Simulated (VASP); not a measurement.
# BaS (Fm-3m) in VASP: a series of runs

BaS is run at these levels: PBEsol; tasks: vibrations by perturbation theory.

Program: VASP 6.6.1. These are calculated values, not measurements. Logs are shortened: lines on timing, memory, paths and dates and some standing lists are left out, and cuts for length are marked.

## (1) The cell of the first run

The structure is cubic, space group Fm-3m (No. 225). The conventional cell has a = 6.333 Å, b = 6.333 Å, c = 6.333 Å, α = 90.00°, β = 90.00°, γ = 90.00°. Within 4.2 Å of Ba (site symmetry m-3m) lie 6 S at 3.17 Å. Within 4.2 Å of S (site symmetry m-3m) lie 6 Ba at 3.17 Å.

## (2) Vibrations by perturbation theory, PBEsol

The input, INCAR:

```
PREC     = Accurate       # precision mode
ENCUT    = 520            # plane-wave cutoff, eV
EDIFF    = 1E-8           # SCF threshold, eV
ISMEAR   = 0              # smearing method
SIGMA    = 0.01           # smearing width, eV
LREAL    = False          # projectors in reciprocal space
LASPH    = True           # aspherical terms in the spheres
NELM     = 100            # most SCF steps
ALGO     = Normal         # electronic algorithm
ISIF     = 2              # what is computed and relaxed
LWAVE    = False          # write WAVECAR
LCHARG   = False          # write CHGCAR
GGA      = PS             # functional
NBANDS   = 15             # bands
IBRION   = 8              # ionic algorithm
NSW      = 1              # ionic steps
LEPSILON = True           # dielectric tensor by DFPT
```

The input, KPOINTS:

```
regular mesh
0
Gamma
  6 6 6
```

The input, POSCAR:

```
BaS
1.0
    0.0000000000      3.1662957751      3.1662957751
    3.1662957751      0.0000000000      3.1662957751
    3.1662957751      3.1662957751      0.0000000000
Ba S
1 1
Direct
    0.0000000000      0.0000000000      0.0000000000
    0.5000000000      0.5000000000      0.5000000000
```

Potentials or basis: VASP PAW PBE potentials, release 64 (Ba_sv, S).

Command:

```sh
cat potpaw_PBE.64/Ba_sv/POTCAR potpaw_PBE.64/S/POTCAR > POTCAR
mpirun -np 1 vasp_std > vasp.out
```

OUTCAR:

```text
PREC = Accurate
   ENCUT = 520
   EDIFF = 1E-8
   ISMEAR = 0
   LREAL = False
   LASPH = True
   NELM = 100
   ISIF = 2
   GGA = PS
   IBRION = 8
   NSW = 1
   LEPSILON = True

 ion  position               nearest neighbor table
   1  0.000  0.000  0.000-   2 3.17   2 3.17   2 3.17   2 3.17   2 3.17   2 3.17
   2  0.500  0.500  0.500-   1 3.17   1 3.17   1 3.17   1 3.17   1 3.17   1 3.17

  LATTYP: Found a face centered cubic cell.
 ALAT       =     6.3325915502

  Lattice vectors:

 A1 = (   0.0000000000,   3.1662957751,   3.1662957751)
 A2 = (   3.1662957751,   0.0000000000,   3.1662957751)
 A3 = (   3.1662957751,   3.1662957751,   0.0000000000)

Analysis of symmetry for initial positions (statically):
=====================================================================
 Subroutine PRICEL returns:
 Original cell was already a primitive cell.

 Routine SETGRP: Setting up the symmetry group for a
 face centered cubic supercell.

 Subroutine GETGRP returns: Found 48 space group operations
 (whereof 48 operations were pure point group operations)
 out of a pool of 48 trial point group operations.

The static configuration has the point symmetry O_h .

Analysis of symmetry for dynamics (positions and initial velocities):
=====================================================================
 Subroutine PRICEL returns:
 Original cell was already a primitive cell.

 Routine SETGRP: Setting up the symmetry group for a
 face centered cubic supercell.

 Subroutine GETGRP returns: Found 48 space group operations
 (whereof 48 operations were pure point group operations)
 out of a pool of 48 trial point group operations.

The dynamic configuration has the point symmetry O_h .

 Subroutine INISYM returns: Found 48 space group operations
 (whereof 48 operations are pure point group operations),
 and found     1 'primitive' translations

----------------------------------------------------------------------------------------
[... 510 lines left out ...]

 MACROSCOPIC STATIC DIELECTRIC TENSOR (including local field effects in DFT)
 ------------------------------------------------------
           5.165240     0.000000     0.000000
           0.000000     5.165240     0.000000
          -0.000000     0.000000     5.165240
 ------------------------------------------------------

 PIEZOELECTRIC TENSOR (including local field effects)  for field in x, y, z        (e  Angst)
          XX          YY          ZZ          XY          YZ          ZX
  --------------------------------------------------------------------------------
  x     0.00000     0.00000     0.00000     0.00000     0.00000     0.00000
  y     0.00000     0.00000     0.00000     0.00000     0.00000     0.00000
  z     0.00000     0.00000     0.00000     0.00000     0.00000     0.00000

 PIEZOELECTRIC TENSOR (including local field effects)  for field in x, y, z        (C/m^2)
          XX          YY          ZZ          XY          YZ          ZX
  --------------------------------------------------------------------------------
  x     0.00000     0.00000     0.00000     0.00000     0.00000     0.00000
  y     0.00000     0.00000     0.00000     0.00000     0.00000     0.00000
  z     0.00000     0.00000     0.00000     0.00000     0.00000     0.00000

 BORN EFFECTIVE CHARGES (including local field effects) (in |e|, cummulative output)
 ---------------------------------------------------------------------------------
 ion    1
    1     2.64505     0.00000     0.00000
    2    -0.00000     2.64505     0.00000
    3     0.00000     0.00000     2.64505
 ion    2
    1    -2.64505    -0.00000     0.00000
    2     0.00000    -2.64505     0.00000
    3     0.00000     0.00000    -2.64505

 INTERNAL STRAIN TENSOR FOR ION    2 for displacements in x,y,z  (eV/Angst):
          X           Y           Z          XY          YZ          ZX
  --------------------------------------------------------------------------------
  x     0.00000     0.00000     0.00000     0.00000     0.00000     0.00000
  y     0.00000     0.00000     0.00000     0.00000     0.00000     0.00000
  z     0.00000     0.00000     0.00000     0.00000     0.00000     0.00000

 SECOND DERIVATIVES (NOT SYMMETRIZED)
 ------------------------------------
               1X          1Y          1Z          2X          2Y          2Z
  1X    -2.196055    0.000000    0.000000    2.196055    0.000000    0.000000
  1Y     0.000000   -2.196055    0.000000    0.000000    2.196055    0.000000
  1Z     0.000000    0.000000   -2.196055    0.000000    0.000000    2.196055
  2X     2.189097    0.000000    0.000000   -2.189097    0.000000    0.000000
  2Y     0.000000    2.189097    0.000000    0.000000   -2.189097    0.000000
  2Z     0.000000    0.000000    2.189097    0.000000    0.000000   -2.189097

 Eigenvectors and eigenvalues of the dynamical matrix
 ----------------------------------------------------

   1 f  =    4.537966 THz    28.512882 2PiTHz  151.370257 cm-1    18.767511 meV
             X         Y         Z           dx          dy          dz
      0.000000  0.000000  0.000000    -0.123724   -0.417707    0.000000
      3.166296  3.166296  3.166296     0.255635    0.863055    0.000000
[... 21 lines left out ...]
   6 f/i=    0.002824 THz     0.017741 2PiTHz    0.094184 cm-1     0.011677 meV
             X         Y         Z           dx          dy          dz
      0.000000  0.000000  0.000000    -0.775912    0.324203   -0.321039
      3.166296  3.166296  3.166296    -0.375531    0.156910   -0.155379

--------------------------------------------------------------------------------------------------------

 MACROSCOPIC STATIC DIELECTRIC TENSOR IONIC CONTRIBUTION
 ------------------------------------------------------
           9.094854     0.000000     0.000000
           0.000000     9.094854     0.000000
           0.000000     0.000000     9.094854
 ------------------------------------------------------

 ELASTIC MODULI CONTR FROM IONIC RELAXATION (kBar)
 Direction    XX          YY          ZZ          XY          YZ          ZX
 --------------------------------------------------------------------------------
 XX           0.0000      0.0000      0.0000      0.0000      0.0000      0.0000
 YY           0.0000      0.0000      0.0000      0.0000      0.0000      0.0000
 ZZ           0.0000      0.0000      0.0000      0.0000      0.0000      0.0000
 XY           0.0000      0.0000      0.0000      0.0000      0.0000      0.0000
 YZ           0.0000      0.0000      0.0000      0.0000      0.0000      0.0000
 ZX           0.0000      0.0000      0.0000      0.0000      0.0000      0.0000
 --------------------------------------------------------------------------------

 PIEZOELECTRIC TENSOR IONIC CONTR  for field in x, y, z        (C/m^2)
          XX          YY          ZZ          XY          YZ          ZX
  --------------------------------------------------------------------------------
  x     0.00000     0.00000     0.00000     0.00000     0.00000     0.00000
  y     0.00000     0.00000     0.00000     0.00000     0.00000     0.00000
  z     0.00000     0.00000     0.00000     0.00000     0.00000     0.00000
```

OSZICAR:

```text
N       E                     dE             d eps       ncg     rms          rms(c)
DAV:   1     0.825792070141E+02    0.82579E+02   -0.66776E+03   480   0.921E+02
DAV:   2    -0.605056269841E+01   -0.88630E+02   -0.78762E+02   687   0.167E+02
DAV:   3    -0.110400443270E+02   -0.49895E+01   -0.49208E+01   628   0.421E+01
DAV:   4    -0.111422773983E+02   -0.10223E+00   -0.10214E+00   624   0.616E+00
[... 194 lines left out ...]
RMM:  10    -0.111502528611E+00   -0.46104E-06    0.17972E-06  1806   0.833E-05    0.285E-05
RMM:  11    -0.111502417595E+00    0.11102E-06    0.88548E-07  1789   0.312E-05    0.320E-06
RMM:  12    -0.111502447905E+00   -0.30311E-07   -0.23351E-07  1811   0.879E-06    0.182E-06
RMM:  13    -0.111502430724E+00    0.17181E-07    0.68843E-08  1627   0.429E-06    0.103E-06
RMM:  14    -0.111502424701E+00    0.60229E-08   -0.30571E-08  1314   0.209E-06    0.601E-07
 Linear response finished
```

Run time: 9.5 min. Hardware: 1 thread of Intel Xeon 8259CL, shared host; peak memory 0.29 GiB.

Results:

```
Electronic dielectric tensor (diagonal)                 : 5.17
Born charges (mean of the diagonal)                     : Ba +2.65; S -2.65 e
Highest phonon frequency at Γ, LO-TO splitting left out : 151 cm⁻¹
```

Phonon frequencies in cm⁻¹ (negative: imaginary):
| q point | frequencies |
| --- | --- |
| (0.000, 0.000, 0.000) | 0 0 0 151 151 151 |

Electronic dielectric tensor:
```
5.17 0.00 0.00
0.00 5.17 0.00
0.00 0.00 5.17
```

Born effective charge tensors (e):
atom 1, Ba
```
2.65 0.00 0.00
0.00 2.65 0.00
0.00 0.00 2.65
```
atom 2, S
```
-2.65  0.00  0.00
 0.00 -2.65  0.00
 0.00  0.00 -2.65
```

Caveat: spin-orbit coupling is left out, which moves the levels of the heavy elements.

## (3) Vibrations by perturbation theory, PBEsol

The input, INCAR:

```
PREC = Accurate ; ENCUT = 520
EDIFF = 1E-8 ; ISMEAR = 0
SIGMA = 0.01 ; LREAL = False
LASPH = True ; NELM = 60
ALGO = Normal ; ISIF = 2
LWAVE = False ; LCHARG = False
GGA = PS ; IBRION = 8
NSW = 1
```

The input, KPOINTS:

```
Automatic mesh
0
Gamma
  6 6 6
```

POSCAR is that of step 2.

Potentials or basis: VASP PAW PBE potentials, release 64 (Ba_sv, S).

Command:

```sh
cat potpaw_PBE.64/Ba_sv/POTCAR potpaw_PBE.64/S/POTCAR > POTCAR
mpirun -np 1 vasp_std > vasp.out
```

OUTCAR:

```text
PREC = Accurate
   ENCUT = 520
   EDIFF = 1E-8
   ISMEAR = 0
   LREAL = False
   LASPH = True
   NELM = 60
   ISIF = 2
   GGA = PS
   IBRION = 8
   NSW = 1

 ion  position               nearest neighbor table
   1  0.000  0.000  0.000-   2 3.17   2 3.17   2 3.17   2 3.17   2 3.17   2 3.17
   2  0.500  0.500  0.500-   1 3.17   1 3.17   1 3.17   1 3.17   1 3.17   1 3.17

  LATTYP: Found a face centered cubic cell.
 ALAT       =     6.3325915502

  Lattice vectors:

 A1 = (   0.0000000000,   3.1662957751,   3.1662957751)
 A2 = (   3.1662957751,   0.0000000000,   3.1662957751)
 A3 = (   3.1662957751,   3.1662957751,   0.0000000000)

Analysis of symmetry for initial positions (statically):
=====================================================================
 Subroutine PRICEL returns:
 Original cell was already a primitive cell.

 Routine SETGRP: Setting up the symmetry group for a
 face centered cubic supercell.

 Subroutine GETGRP returns: Found 48 space group operations
 (whereof 48 operations were pure point group operations)
 out of a pool of 48 trial point group operations.

The static configuration has the point symmetry O_h .

Analysis of symmetry for dynamics (positions and initial velocities):
=====================================================================
 Subroutine PRICEL returns:
 Original cell was already a primitive cell.

 Routine SETGRP: Setting up the symmetry group for a
 face centered cubic supercell.

[... 415 lines left out ...]
      3.16630      3.16630      3.16630        -0.000000     -0.000000     -0.000000
 -----------------------------------------------------------------------------------
    total drift:                                0.000000      0.000000      0.000000

  FREE ENERGIE OF THE ION-ELECTRON SYSTEM (eV)
  ---------------------------------------------------
  free  energy   TOTEN  =       -10.7170800944 eV

  energy  without entropy=      -10.7170800944  energy(sigma->0) =      -10.71708009

[... ionic steps 2 to 3 ...]

--------------------------------------- Ionic step        4  -------------------------------------------

------------------------ aborting loop because EDIFF is reached ----------------------------------------

[... ionic steps 5 to 6 ...]

--------------------------------------- Ionic step        7  -------------------------------------------

 Free energy of the ion-electron system (eV)
  ---------------------------------------------------
  ---------------------------------------------------
  free energy    TOTEN  =        -0.11150248 eV

  energy without entropy =       -0.11150248

------------------------ aborting loop because EDIFF is reached ----------------------------------------

 INTERNAL STRAIN TENSOR  FOR ION    2  DIRECTION 1   (eV/Angst):
 -----------------------------------------------------------------------------
    -0.01705 -0.00000  0.00000
    -0.00000  0.00335 -0.00000
     0.00000 -0.00000  0.00335

 INTERNAL STRAIN TENSOR FOR ION    2 for displacements in x,y,z  (eV/Angst):
          X           Y           Z          XY          YZ          ZX
  --------------------------------------------------------------------------------
  x     0.00000     0.00000     0.00000     0.00000     0.00000     0.00000
  y     0.00000     0.00000     0.00000     0.00000     0.00000     0.00000
  z     0.00000     0.00000     0.00000     0.00000     0.00000     0.00000

 SECOND DERIVATIVES (NOT SYMMETRIZED)
 ------------------------------------
               1X          1Y          1Z          2X          2Y          2Z
  1X    -2.196096    0.000000    0.000000    2.196096    0.000000    0.000000
  1Y     0.000000   -2.196096    0.000000    0.000000    2.196096    0.000000
  1Z     0.000000    0.000000   -2.196096    0.000000    0.000000    2.196096
  2X     2.187940    0.000000    0.000000   -2.187940    0.000000    0.000000
  2Y     0.000000    2.187940    0.000000    0.000000   -2.187940    0.000000
  2Z     0.000000    0.000000    2.187940    0.000000    0.000000   -2.187940

 Eigenvectors and eigenvalues of the dynamical matrix
 ----------------------------------------------------

   1 f  =    4.537004 THz    28.506834 2PiTHz  151.338150 cm-1    18.763531 meV
             X         Y         Z           dx          dy          dz
      0.000000  0.000000  0.000000    -0.227133   -0.371863   -0.000000
      3.166296  3.166296  3.166296     0.469166    0.768122    0.000000
[... 21 lines left out ...]
   6 f/i=    0.003310 THz     0.020800 2PiTHz    0.110423 cm-1     0.013691 meV
             X         Y         Z           dx          dy          dz
      0.000000  0.000000  0.000000    -0.898173    0.058227    0.004786
      3.166296  3.166296  3.166296    -0.434823    0.028189    0.002317

--------------------------------------------------------------------------------------------------------

 ELASTIC MODULI CONTR FROM IONIC RELAXATION (kBar)
 Direction    XX          YY          ZZ          XY          YZ          ZX
 --------------------------------------------------------------------------------
 XX           0.0000      0.0000      0.0000      0.0000      0.0000      0.0000
 YY           0.0000      0.0000      0.0000      0.0000      0.0000      0.0000
 ZZ           0.0000      0.0000      0.0000      0.0000      0.0000      0.0000
 XY           0.0000      0.0000      0.0000      0.0000      0.0000      0.0000
 YZ           0.0000      0.0000      0.0000      0.0000      0.0000      0.0000
 ZX           0.0000      0.0000      0.0000      0.0000      0.0000      0.0000
 --------------------------------------------------------------------------------
```

OSZICAR:

```text
N       E                     dE             d eps       ncg     rms          rms(c)
DAV:   1     0.872239346114E+02    0.87224E+02   -0.69550E+03   384   0.116E+03
DAV:   2    -0.612035588207E+01   -0.93344E+02   -0.86509E+02   536   0.191E+02
DAV:   3    -0.110304679650E+02   -0.49101E+01   -0.48765E+01   484   0.501E+01
[... 43 lines left out ...]
RMM:   9    -0.111502306630E+00    0.39341E-06    0.13370E-05  1529   0.466E-04    0.150E-04
RMM:  10    -0.111502282436E+00    0.24194E-07   -0.26662E-06  1481   0.175E-04    0.189E-05
RMM:  11    -0.111502524579E+00   -0.24214E-06    0.55647E-07  1546   0.746E-05    0.234E-05
RMM:  12    -0.111502500021E+00    0.24558E-07    0.44223E-07  1559   0.432E-05    0.180E-05
RMM:  13    -0.111502479128E+00    0.20893E-07   -0.40924E-08  1501   0.316E-05    0.857E-06
RMM:  14    -0.111502478929E+00    0.19925E-09   -0.92560E-09  1338   0.291E-05    0.209E-06
 Linear response finished
```

Wall time 2.8 min (1 thread of Intel Xeon 8259CL, shared host); peak memory 0.27 GiB.

Results:

| Item | Value |
| --- | --- |
| Highest phonon frequency at Γ, LO-TO splitting left out | 151 cm⁻¹ |

Phonon frequencies in cm⁻¹ (negative: imaginary):
```tsv
q point	frequencies
(0.000, 0.000, 0.000)	0 0 0 151 151 151
```

Caveat: spin-orbit coupling is left out, which moves the levels of the heavy elements.

(Continued in part 2 of 2.)
